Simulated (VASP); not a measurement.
A run of VASP 6.6.1 is set up as follows.

The input INCAR:

```
SYSTEM = TaN
PREC = Accurate ; ENCUT = 520
EDIFF = 1E-6 ; ISMEAR = 0
SIGMA = 0.1 ; LREAL = .FALSE.
LASPH = .TRUE. ; NELM = 100
ALGO = Normal ; ISIF = 2
LWAVE = .FALSE. ; LCHARG = .FALSE.
GGA = PE ; NBANDS = 42
```

File KPOINTS:

```
regular mesh
0
G
  18 18 4
  0 0 0
```

POSCAR

```
TaN
1.0
    3.1618835964      0.0000000000      0.0000000000
   -1.5809417982      2.7382715183      0.0000000000
    0.0000000000      0.0000000000     12.1741807830
Ta N
4 4
Direct
    0.0000000000      0.0000000000      0.0124309704
    0.3333333333      0.6666666667      0.2620764295
    0.6666666667      0.3333333333      0.5124309704
    0.3333333333      0.6666666667      0.7620764295
    0.0000000000      0.0000000000      0.1761282482
    0.3333333333      0.6666666667      0.4243643519
    0.6666666667      0.3333333333      0.6761282482
    0.3333333333      0.6666666667      0.9243643519
```

Potentials or basis: VASP PAW PBE potentials, release 64 (Ta_pv, N).

Command:

```console
$ cat potpaw_PBE.64/Ta_pv/POTCAR potpaw_PBE.64/N/POTCAR > POTCAR
$ mpirun -np 1 vasp_std > vasp.out
```

**Question.** Predict the band gap on the k mesh.

**Answer.** Zero (bands 32 and 33 overlap by 0.41 eV).

**Question.** What does it give for the pressure?

**Answer.** 0.6 GPa.

Stress tensor (GPa, compression positive):
```
0.41 0.00 0.00
0.00 0.41 0.00
0.00 0.00 0.89
```

Caveat: spin-orbit coupling is left out, which moves the levels of the heavy elements.
